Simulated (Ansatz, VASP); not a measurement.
One calculation of Zr, two programs

The input INCAR:

```
SYSTEM = Zr
  PREC = Accurate
  ENCUT = 520
  EDIFF = 1E-7
  ISMEAR = -1
  SIGMA = 0.08
  LREAL = .False.
  LASPH = .True.
  NELM = 80
  ALGO = Normal
  ISIF = 2
  LWAVE = .False.
  LCHARG = .False.
  GGA = CA
  NBANDS = 19
```

File KPOINTS:

```
regular mesh
0
Gamma
  12 12 12
  0 0 0
```

Contents of POSCAR:

```
Zr
1.0
    0.0000000000      2.8988861055      2.8988861055
    2.8988861055      0.0000000000      2.8988861055
    2.8988861055      2.8988861055      0.0000000000
Zr
2
Direct
   -0.1250000000     -0.1250000000     -0.1250000000
    0.1250000000      0.1250000000      0.1250000000
```

Input for Ansatz:

```yaml
crystal:
  lattice:
    - [0.0, 2.8988861055, 2.8988861055]
    - [2.8988861055, 0.0, 2.8988861055]
    - [2.8988861055, 2.8988861055, 0.0]
  atoms:
    - { symbol: Zr, position: [-0.125, -0.125, -0.125] }
    - { symbol: Zr, position: [0.125, 0.125, 0.125] }
kpoints:
  mp_grid: { grid: [12, 12, 12] }
scf:
  occupations: { method: fermi_dirac, width: 0.08 }
hamiltonian:
  xc: lda
  pseudopotentials: { kind: paw }
output:
  forces: true
  stress: true
  eigenvalues: true
  populations: true
```

Change from the starting cell: volume scaled by 0.88, PAW files.

Alike in both runs: task single point; functional LDA; k mesh 12 × 12 × 12; occupations fermi-dirac, width 0.08 eV; no spin polarisation.

|  | VASP | Ansatz |
| --- | --- | --- |
| version | VASP 6.6.1 | Ansatz 0.2.0 |
| potentials or method | VASP PAW LDA potentials, release 64 (Zr_sv) | PAW with Ansatz's default frozen-core files, scalar-relativistic |
| plane-wave cutoff (eV) | 520 | 420 |
| valence electrons in the cell | 24 | 24 |

VASP gave:

| Property | Result |
| --- | --- |
| pressure (GPa) | 6.7 |

Question: Estimate Ansatz's values.

Answer: Pressure (GPa): 6.5.

LDA's correlation is that of Perdew and Zunger in VASP and of Perdew and Wang (1992) in Ansatz.
